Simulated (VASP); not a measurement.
Br:

```
CELL_PARAMETERS angstrom
-1.42349 1.42349 3.57752
1.42349 -1.42349 3.57752
1.42349 1.42349 -3.57752
ATOMIC_POSITIONS crystal
Br 0.00000 0.00000 0.00000
```

Program: VASP 6.6.1. Alike in all runs: task single point; potentials or basis VASP PAW PBE potentials, release 64 (Br); cell as given.

Problem. Order these runs on this cell by their pressure, lowest first.
A. level PBEsol-based screened hybrid with 25 % exact exchange; spin off; k mesh 7 × 7 × 7; cutoff (eV) 520; smearing gaussian 0.02 eV; grid for exact exchange (PRECFOCK) Normal; share of exact exchange 0.25; screening parameter 0.207 1/Å
B. level PBE0; spin non-collinear, zero start, SOC; k mesh 7 × 7 × 7; cutoff (eV) 400; smearing methfessel-paxton 0.05 eV; grid for exact exchange (PRECFOCK) Normal; share of exact exchange 0.25
C. level BLYP+D4; spin off; k mesh 13 × 13 × 13; cutoff (eV) 520; smearing gaussian 0.025 eV

Solution. A (-1.9 GPa), B (-0.3 GPa), C (1.3 GPa).

Caveats: the PAW data sets were made with another functional, which shifts forces and pressure a little; an odd number of electrons without spin polarisation forces a metal (at least some runs); a magnetic or distorted state may lie lower (at least some runs).
